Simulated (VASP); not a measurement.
# C (Fmmm) in VASP: single point with PBE

Aim: the single point of C with PBE.

Everything below comes from runs of VASP 6.6.1. Logs are shortened: lines on timing, memory, paths and dates and some standing lists are left out, and cuts for length are marked.

## 1. The cell of the first run

The structure is orthorhombic, space group Fmmm (No. 69). The conventional cell has a = 2.472 Å, b = 4.282 Å, c = 6.740 Å, α = 90.00°, β = 90.00°, γ = 90.00°. Within 1.9 Å of C (site symmetry m2m) lie 3 C at 1.43 Å.

## 2. Single point, PBE (8.92 Å³/atom)

INCAR reads:

```
PREC = Accurate
ENCUT = 520
EDIFF = 1E-6
ISMEAR = -1
SIGMA = 0.05
LREAL = False
LASPH = True
NELM = 60
ALGO = Normal
ISIF = 2
LWAVE = False
LCHARG = False
GGA = PE
NBANDS = 11
```

KPOINTS reads:

```
regular mesh
0
Gamma
  18 18 18
```

POSCAR reads:

```
C
1.0
    0.0000000000      2.1410865032      3.3701728316
    1.2361326873      0.0000000000      3.3701728316
    1.2361326873      2.1410865032      0.0000000000
C
2
Direct
    0.1666700000      0.8333300000      0.1666700000
    0.8333300000      0.1666700000      0.8333300000
```

Potentials or basis: VASP PAW PBE potentials, release 64 (C).

On the command line:

```sh
cat potpaw_PBE.64/C/POTCAR > POTCAR
mpirun -np 1 vasp_std > vasp.out
```

OUTCAR:

```text
PREC = Accurate
   ENCUT = 520
   EDIFF = 1E-6
   ISMEAR = -1
   LREAL = False
   LASPH = True
   NELM = 60
   ISIF = 2
   GGA = PE

 ion  position               nearest neighbor table
   1  0.167  0.833  0.167-   2 1.43   2 1.43   2 1.43
   2  0.833  0.167  0.833-   1 1.43   1 1.43   1 1.43

  LATTYP: Found a face centered orthorhombic cell.
 ALAT       =     2.4722653746
 B/A-ratio  =     1.7320846906
 C/A-ratio  =     2.7263843649

  Lattice vectors:

 A1 = (   0.0000000000,   2.1410865032,   3.3701728316)
 A2 = (   1.2361326873,   0.0000000000,   3.3701728316)
 A3 = (   1.2361326873,   2.1410865032,   0.0000000000)

Analysis of symmetry for initial positions (statically):
=====================================================================
 Subroutine PRICEL returns:
 Original cell was already a primitive cell.

 Routine SETGRP: Setting up the symmetry group for a
 face centered orthorhombic supercell.

 Subroutine GETGRP returns: Found  8 space group operations
 (whereof  8 operations were pure point group operations)
 out of a pool of  8 trial point group operations.

The static configuration has the point symmetry D_2h.

Analysis of symmetry for dynamics (positions and initial velocities):
=====================================================================
 Subroutine PRICEL returns:
 Original cell was already a primitive cell.

 Routine SETGRP: Setting up the symmetry group for a
 face centered orthorhombic supercell.

 Subroutine GETGRP returns: Found  8 space group operations
 (whereof  8 operations were pure point group operations)
 out of a pool of  8 trial point group operations.

The dynamic configuration has the point symmetry D_2h.

 Subroutine INISYM returns: Found  8 space group operations
 (whereof  8 operations are pure point group operations),
 and found     1 'primitive' translations

----------------------------------------------------------------------------------------

                                     Primitive cell

  volume of cell :      17.8395

  direct lattice vectors                    reciprocal lattice vectors
     0.000000000  2.141086503  3.370172832    -0.404487322  0.233526296  0.148360344
     1.236132687  0.000000000  3.370172832     0.404487322 -0.233526296  0.148360344
     1.236132687  2.141086503  0.000000000     0.404487322  0.233526296 -0.148360344

  length of vectors
     3.992783031  3.589719897  2.472301647     0.490056442  0.490056442  0.490056442

  position of ions in fractional coordinates (direct lattice)
     0.166670000  0.833330000  0.166670000
     0.833330000  0.166670000  0.833330000

  ion indices of the primitive-cell ions
   primitive index   ion index
                 1           1
                 2           2

----------------------------------------------------------------------------------------

 KPOINTS: regular mesh

Automatic generation of k-mesh.
 Grid dimensions read from file:
 generate k-points for:   18   18   18

 Generating k-lattice:

  Cartesian coordinates                     Fractional coordinates (reciprocal lattice)
    -0.022471518  0.012973683  0.008242241     0.055555556 -0.000000000 -0.000000000
     0.022471518 -0.012973683  0.008242241     0.000000000  0.055555556  0.000000000
     0.022471518  0.012973683 -0.008242241     0.000000000  0.000000000  0.055555556

  Length of vectors
     0.027225358  0.027225358  0.027225358

  Shift w.r.t. Gamma in fractional coordinates (k-lattice)
     0.000000000  0.000000000  0.000000000

 Subroutine IBZKPT returns following result:
 ===========================================

 Found    865 irreducible k-points:

 Following reciprocal coordinates:
            Coordinates               Weight
  0.000000  0.000000  0.000000      1.000000
  0.055556 -0.000000 -0.000000      8.000000
  0.111111 -0.000000 -0.000000      8.000000
  0.166667 -0.000000 -0.000000      8.000000
  0.222222 -0.000000 -0.000000      8.000000
  0.277778 -0.000000 -0.000000      8.000000
[... 16 lines left out ...]
 -0.277778  0.055556  0.000000      8.000000
 -0.222222  0.055556  0.000000      8.000000
 [... further k-points ...]
   k-points           NKPTS =    865   k-points in BZ     NKDIM =    865   number of bands    NBANDS=     11
   number of dos      NEDOS =    301   number of ions     NIONS =      2
   total plane-waves  NPLWV =  15120
   dimension x,y,z NGX =    30 NGY =   28 NGZ =   18
   dimension x,y,z NGXF=    60 NGYF=   56 NGZF=   36
   ions per type =               2
   NGX,Y,Z   is equivalent  to a cutoff of  12.49, 12.97, 12.10 a.u.
   NGXF,Y,Z  is equivalent  to a cutoff of  24.98, 25.93, 24.21 a.u.
 SYSTEM =  unknown system
   PREC   = accura    normal or accurate (medium, high low for compatibility)
   ISTART =      0    job   : 0-new  1-cont  2-samecut
   ICHARG =      2    charge: 1-file 2-atom 10-const
   ISPIN  =      1    spin polarized calculation?
   LNONCOLLINEAR =      F non collinear calculations
   LSORBIT =      F    spin-orbit coupling
   LASPH  =      T    aspherical Exc in radial PAW
   ENCUT  =  520.0 eV  38.22 Ry    6.18 a.u.   7.42  6.67  4.60*2*pi/ulx,y,z
   NELM   =     60;   NELMIN=  2; NELMDL= -5     # of ELM steps
   EDIFF  = 0.1E-05   stopping-criterion for ELM
   LREAL  =      F    real-space projection
   EDIFFG = 0.1E-04   stopping-criterion for IOM
   NSW    =      0    number of steps for IOM
   IBRION =     -1    ionic relax: 0-MD 1-quasi-New 2-CG
   NFREE  =      0    steps in history (QN), initial steepest desc. (CG)
   ISIF   =      2    stress and relaxation
   ISYM   =      2    0-nonsym 1-usesym 2-fastsym
   POTIM  = 0.5000    time-step for ionic-motion
   TEBEG  =    0.0;   TEEND  =   0.0 temperature during run
   PSTRESS=    0.0 pullay stress
   NELECT =       8.0000    total number of electrons
   NUPDOWN=      -1.0000    fix difference up-down
   EMIN   =  10.00;   EMAX   =-10.00  energy-range for DOS
   EFERMI =   0.00;   METHOD = LEGACY
   ISMEAR =    -1;   SIGMA  =   0.05  broadening in eV -4-tet -1-fermi 0-gaus
   EFERMI_NEDOS =   21; number of points for ismear=-14 and -15
   IALGO  =     38    algorithm
   IMIX   =      4    mixing-type and parameters
     AMIX     =   0.40;   BMIX     =  1.00
     AMIX_MAG =   1.60;   BMIX_MAG =  1.00
  volume/ion in A,a.u.               =       8.92        60.19
  Fermi-wavevector in a.u.,A,eV,Ry     =   1.253077  2.367972 21.363886  1.570201
  Thomas-Fermi vector in A             =   2.386947
   LORBIT       =      0    0 simple, 1 ext, 2 COOP (PROOUT), +10 PAW based schemes
   GGA     = PE    functional components
   LHFCALC =     F    Hartree Fock is set to
   AEXX    =    0.0000 exact exchange contribution
   IVDW    =     0    specifies the selected vdW correction
   LEPSILON=     F    determine dielectric tensor
   LRPA    =     F    only Hartree local field effects (RPA)
 non-spin polarized calculation
  energy-cutoff  :      520.00
  volume of cell :       17.84
 maximum number of plane-waves:       499
 NGX is ok and might be reduce to    30
   NGX = 15   NGY = 13   NGZ =  9

 number of electron       8.0000001 magnetization

 Free energy of the ion-electron system (eV)
  ---------------------------------------------------
  ext. energy  EPLUGINS =         0.00000000
  ---------------------------------------------------
  free energy    TOTEN  =       -18.42069808 eV

  energy without entropy =      -18.42047730  energy(sigma->0) =      -18.42058769

 E-fermi :   4.5883     XC(G=0): -10.2729

 val. band max:        4.5529014379   @ k =  -0.2778   0.0556   0.3333
 cond. band min:       4.6291733500   @ k =  -0.2222   0.1111   0.3333
 fundamental gap:      0.0762719120
 Fermi energy:         4.5883150578

 k-point     1 :       0.0000    0.0000    0.0000
  band No.  band energies     occupation
      1     -14.9897      2.00000
      2      -1.9212      2.00000
      3       1.5694      2.00000
      4       1.5936      2.00000
      5       8.8704      0.00000
      6      12.8578      0.00000
      7      12.9278      0.00000
      8      15.8733      0.00000
      9      17.0025      0.00000
     10      27.1095      0.00000
     11      30.0504      0.00000

 k-point     2 :       0.0556   -0.0000   -0.0000
  band No.  band energies     occupation
      1     -14.9143      2.00000
      2      -1.8563      2.00000
      3       1.2924      2.00000
      4       1.4211      2.00000
      5       8.9966      0.00000
      6      12.9444      0.00000
      7      13.1927      0.00000
      8      15.6052      0.00000
      9      17.1418      0.00000
     10      27.3523      0.00000
     11      29.3014      0.00000

 k-point     3 :       0.1111   -0.0000   -0.0000
  band No.  band energies     occupation
      1     -14.6887      2.00000
      2      -1.6611      2.00000
      3       0.4840      2.00000
      4       1.0083      2.00000
      5       9.3731      0.00000
      6      12.9847      0.00000
      7      14.0708      0.00000
      8      14.8461      0.00000
      9      17.5914      0.00000
     10      27.5017      0.00000
     11      28.0743      0.00000

 k-point     4 :       0.1667   -0.0000   -0.0000
  band No.  band energies     occupation
      1     -14.3144      2.00000
      2      -1.3342      2.00000
      3      -0.6792      2.00000
      4       0.4534      2.00000
      5       9.9909      0.00000
      6      12.9163      0.00000
      7      13.7047      0.00000
      8      15.3951      0.00000
      9      18.3619      0.00000
     10      25.7471      0.00000
     11      28.9011      0.00000

 k-point     5 :       0.2222   -0.0000   -0.0000
  band No.  band energies     occupation
      1     -13.7942      2.00000
      2      -2.0434      2.00000
      3      -0.8752      2.00000
      4      -0.1364      2.00000
      5      10.8211      0.00000
      6      12.3249      0.00000
      7      12.7481      0.00000
      8      17.0271      0.00000
      9      19.3576      0.00000
     10      24.2131      0.00000
     11      28.5049      0.00000
[... 211 lines left out ...]
 k-point    21 :      -0.3889    0.0556    0.0000
  band No.  band energies     occupation
      1     -10.4307      2.00000
      2      -7.6810      2.00000
      3      -1.7063      2.00000
      4       2.0642      2.00000
      5       6.6228      0.00000
      6      11.9366      0.00000
      7      15.4656      0.00000
      8      19.4187      0.00000
      9      23.6084      0.00000
     10      23.8372      0.00000
     11      26.2118      0.00000

 k-point    22 :      -0.3333    0.0556    0.0000
  band No.  band energies     occupation
      1     -11.4458      2.00000
      2      -6.3610      2.00000
      3      -1.4932      2.00000
      4       1.4150      2.00000
      5       7.7173      0.00000
      6      12.0407      0.00000
      7      14.0091      0.00000
      8      20.3684      0.00000
      9      22.4913      0.00000
     10      23.0421      0.00000
     11      26.5028      0.00000

 k-point    23 :      -0.2778    0.0556    0.0000
  band No.  band energies     occupation
      1     -12.3659      2.00000
      2      -4.9432      2.00000
      3      -1.1476      2.00000
      4       0.6547      2.00000
      5       9.1451      0.00000
      6      12.1278      0.00000
      7      12.7481      0.00000
      8      20.7221      0.00000
      9      21.1007      0.00000
     10      22.2883      0.00000
     11      27.0160      0.00000

 k-point    24 :      -0.2222    0.0556    0.0000
  band No.  band energies     occupation
      1     -13.1598      2.00000
      2      -3.4835      2.00000
      3      -0.6859      2.00000
      4      -0.0634      2.00000
      5      10.6800      0.00000
      6      11.3999      0.00000
      7      12.5409      0.00000
      8      18.8480      0.00000
      9      20.5160      0.00000
     10      22.8075      0.00000
     11      27.7194      0.00000

 [... further k-points ...]
[... 5 lines left out ...]
  --------------------------------------------------------------------------------------
  -------------------------------------------------------------------------------------
  Total       -0.2612850     -0.3148857      0.3966998      0.0000000      0.0000000      0.0000000
  in kB      -23.4662445    -28.2801762     35.6279674      0.0000000      0.0000000      0.0000000
  external PRESSURE =      -5.3728178 kB  Pullay stress =       0.0000000 kB

 VOLUME and BASIS-vectors are now :
 -----------------------------------------------------------------------------
  energy-cutoff  :      520.00
  volume of cell :       17.84
      direct lattice vectors                 reciprocal lattice vectors
     0.000000000  2.141086503  3.370172832    -0.404487322  0.233526296  0.148360344
     1.236132687  0.000000000  3.370172832     0.404487322 -0.233526296  0.148360344
     1.236132687  2.141086503  0.000000000     0.404487322  0.233526296 -0.148360344

 POSITION                                       TOTAL-FORCE (eV/Angst)
 -----------------------------------------------------------------------------------
      1.23613      0.71371      3.37017         0.000000      0.003300      0.000000
      1.23613      3.56846      3.37017         0.000000     -0.003300      0.000000
 -----------------------------------------------------------------------------------
    total drift:                               -0.000000     -0.000000     -0.000000

  FREE ENERGIE OF THE ION-ELECTRON SYSTEM (eV)
  ---------------------------------------------------
  free  energy   TOTEN  =       -18.4206980823 eV

  energy  without entropy=      -18.4204773044  energy(sigma->0) =      -18.42058769
```

Wall time 2.7 min (1 thread of Intel Xeon Platinum 8559C (Emerald Rapids), shared host); peak memory 0.24 GiB.

Results:

* Free energy: -18.4207 eV
* Pressure: -0.5 GPa
* Largest force: 0.003 eV/Å

Forces on the atoms (eV/Å):
```
C    0.000  0.003  0.000
C    0.000 -0.003  0.000
```

Stress tensor (GPa, compression positive):
```
-2.35  0.00  0.00
 0.00 -2.83  0.00
 0.00  0.00  3.56
```

Caveat: the stress differs along the axes, from -3 to 4 GPa; this functional lacks dispersion, which binds layers or chains, so the pressure and a relaxed spacing across them are unreliable.
